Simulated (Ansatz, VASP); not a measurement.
# Two plane-wave programs on MnAs

File INCAR:

```
PREC     = Accurate       # precision mode
ENCUT    = 520            # plane-wave cutoff, eV
EDIFF    = 1E-7           # SCF threshold, eV
ISMEAR   = 1              # smearing method
SIGMA    = 0.05           # smearing width, eV
LREAL    = F              # projectors in reciprocal space
LASPH    = T              # aspherical terms in the spheres
NELM     = 150            # most SCF steps
ALGO     = Normal         # electronic algorithm
ISIF     = 2              # what is computed and relaxed
LWAVE    = F              # write WAVECAR
LCHARG   = F              # write CHGCAR
ISPIN    = 2              # spin polarisation
MAGMOM   = 2.8 2.8 0 0    # initial moments
LORBIT   = 11             # projections on sites
LMAXMIX  = 4              # l up to which the mixer works
GGA      = PS             # functional
NBANDS   = 30             # bands
```

The input KPOINTS:

```
regular mesh
0
Gamma
  7 7 4
```

POSCAR

```
MnAs
1.0
    3.7100000000      0.0000000000      0.0000000000
   -1.8550000000      3.2129540000      0.0000000000
    0.0000000000      0.0000000000      5.6910000000
Mn As
2 2
Direct
    0.0000000000      0.0000000000      0.0000000000
    0.0000000000      0.0000000000      0.5000000000
    0.3333333333      0.6666666667      0.2500000000
    0.6666666667      0.3333333333      0.7500000000
```

Input for Ansatz:

```yaml
crystal:
  lattice:
    - [3.71, 0.0, 0.0]
    - [-1.855, 3.212954, 0.0]
    - [0.0, 0.0, 5.691]
  atoms:
    - { symbol: Mn, position: [0.0, 0.0, 0.0] }
    - { symbol: Mn, position: [0.0, 0.0, 0.5] }
    - { symbol: As, position: [0.3333333333333333, 0.6666666666666666, 0.25] }
    - { symbol: As, position: [0.6666666666666666, 0.3333333333333333, 0.75] }
kpoints:
  mp_grid:
    grid: [7, 7, 4]
    shift: [0.0, 0.0, 0.0]
hamiltonian:
  xc: pbesol
magnetization:
  spin_polarized: true
  per_species:
    Mn: 2.8
scf:
  occupations:
    method: methfessel_paxton
    width: 0.05
```

Alike in both runs: task single point; functional PBEsol; k mesh 7 × 7 × 4; occupations methfessel-paxton of order 1, width 0.05 eV; collinear spin.

|  | VASP | Ansatz |
| --- | --- | --- |
| version | VASP 6.6.1 | Ansatz 0.2.0 |
| potentials or method | VASP PAW PBE potentials, release 64 (Mn_pv, As) | plane waves, PAW |
| plane-wave cutoff (eV) | 520 | 420 |
| valence electrons in the cell | 36 | 60 |

|  | VASP | Ansatz | Ansatz less VASP |
| --- | --- | --- | --- |
| net moment per atom (μB) | 1.59 | 1.59 | 0.000 |
| size of the moment on the site where the two differ most (μB) | 3.22 | 3.17 | -0.047 |

VASP's potentials were made for PBE, not for PBEsol. Site moments also hang on the region over which each program counts them. With one functional, cell and mesh, what is left measures potentials, basis and numerics. VASP's potentials hold 36 valence electrons a cell and Ansatz's 60, so a difference there can come from the potentials and not from the codes. Ansatz's warnings: stability check not made.
